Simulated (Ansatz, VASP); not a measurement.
## PbS: VASP beside Ansatz

The input INCAR:

```
PREC = Accurate
ENCUT = 600
EDIFF = 1E-7
ISMEAR = 0
SIGMA = 0.01
LREAL = False
LASPH = True
NELM = 60
ALGO = Normal
ISIF = 3
LWAVE = False
LCHARG = False
GGA = PS
IBRION = 2
NSW = 100
EDIFFG = -0.002
```

The input KPOINTS:

```
regular mesh
0
Gamma
  10 10 10
```

Contents of POSCAR:

```
PbS
1.0
    0.0000000000      2.9680000000      2.9680000000
    2.9680000000      0.0000000000      2.9680000000
    2.9680000000      2.9680000000      0.0000000000
Pb S
1 1
Direct
    0.0000000000      0.0000000000      0.0000000000
    0.5000000000      0.5000000000      0.5000000000
```

Input for Ansatz:

```yaml
crystal:
  lattice:
    - [0.0, 2.968, 2.968]
    - [2.968, 0.0, 2.968]
    - [2.968, 2.968, 0.0]
  atoms:
    - { symbol: Pb, position: [0.0, 0.0, 0.0] }
    - { symbol: S, position: [0.5, 0.5, 0.5] }
basis:
  ecutwfc: 420
kpoints:
  mp_grid: { grid: [10, 10, 10] }
hamiltonian:
  xc: pbesol
  pseudopotentials: { kind: paw, azcp: { folder: soft_1 } }
scf:
  occupations: { method: gaussian, width: 0.01 }
output:
  forces: true
  stress: true
  eigenvalues: true
  write_density: true
  write_potential: true
  elf: true
  volumetric_format: npy
relax:
  adjacent_minimum: "off"
  f_tol: 0.002
  max_steps: 80
  cell: { stress_tol: 0.02 }
```

Alike in both runs: task relaxation of cell and atoms; functional PBEsol; k mesh 10 × 10 × 10; occupations gaussian, width 0.01 eV; no spin polarisation.

```csv
,VASP,Ansatz
version,VASP 6.6.1,Ansatz 0.2.0
potentials or method,"VASP PAW PBE potentials, release 64 (Pb_d, S), cutoff 600 eV","scalar-relativistic, plane waves, PAW"
valence electrons in the cell,20,20
```

```tsv
	VASP	Ansatz	Ansatz less VASP
gap on the k mesh at the Fermi level, each at its own relaxed structure (eV)	0.20	0.20	+0.002
relaxed volume (Å³/atom)	25.72	25.72	+0.002
relaxed cell length with the largest relative difference (Å)	4.175	4.175	+0.0001
```

VASP's potentials were made for PBE, not for PBEsol, and Ansatz warns of the same on its side.

Neither program's run includes spin-orbit coupling.
